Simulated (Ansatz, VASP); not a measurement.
**Sn: VASP beside Ansatz**

POSCAR

```
Sn
1.0
   -2.0558923339      2.0558923339      1.6826146010
    2.0558923339     -2.0558923339      1.6826146010
    2.0558923339      2.0558923339     -1.6826146010
Sn
1
Direct
    0.0000000000      0.0000000000      0.0000000000
```

Contents of INCAR.step1:

```
SYSTEM = Sn
PREC = Accurate ; ENCUT = 520
ISMEAR = -1 ; SIGMA = 0.05
LREAL = .FALSE. ; LASPH = .TRUE.
NELM = 100 ; NBANDS = 13
GGA = PE ; ALGO = Normal
EDIFF = 1E-4 ; LWAVE = .TRUE.
LCHARG = .FALSE.
```

Contents of INCAR.step2:

```
SYSTEM = Sn
PREC = Accurate ; ENCUT = 520
EDIFF = 1E-6 ; ISMEAR = -1
SIGMA = 0.05 ; LREAL = .FALSE.
LASPH = .TRUE. ; NELM = 100
ALGO = Normal ; ISIF = 2
LWAVE = .FALSE. ; LCHARG = .FALSE.
METAGGA = R2SCAN ; LMIXTAU = .TRUE.
NBANDS = 13 ; ISTART = 1
```

Contents of KPOINTS:

```
Automatic mesh
0
G
  10 10 10
  0 0 0
```

Contents of input.yaml:

```yaml
crystal:
  lattice:
    - [-2.0558923339, 2.0558923339, 1.682614601]
    - [2.0558923339, -2.0558923339, 1.682614601]
    - [2.0558923339, 2.0558923339, -1.682614601]
  atoms:
    - { symbol: Sn, position: [0.0, 0.0, 0.0] }
hamiltonian:
  xc: r2scan
  pseudopotentials: { kind: paw }
kpoints:
  mp_grid: { grid: [10, 10, 10] }
scf:
  occupations: { method: fermi_dirac, width: 0.05 }
output:
  forces: true
  stress: true
  eigenvalues: true
```

Alike in both runs: task single point; functional r2SCAN; k mesh 10 × 10 × 10; occupations fermi-dirac, width 0.05 eV; no spin polarisation.

|  | VASP | Ansatz |
| --- | --- | --- |
| version | VASP 6.6.1 | Ansatz 0.2.0 |
| potentials or method | VASP PAW PBE potentials, release 64 (Sn_d) | Ansatz PAW |
| plane-wave cutoff (eV) | 520 | 500 |
| valence electrons in the cell | 14 | 14 |

```csv
,VASP,Ansatz,Ansatz less VASP
gap on the k mesh at the Fermi level (eV),none,none,-
pressure (GPa),-2.2,-2.2,+0.01
```

VASP's potentials were made for PBE, not for r2SCAN. A gap of «none» marks a metal or a gap that the smearing closes.
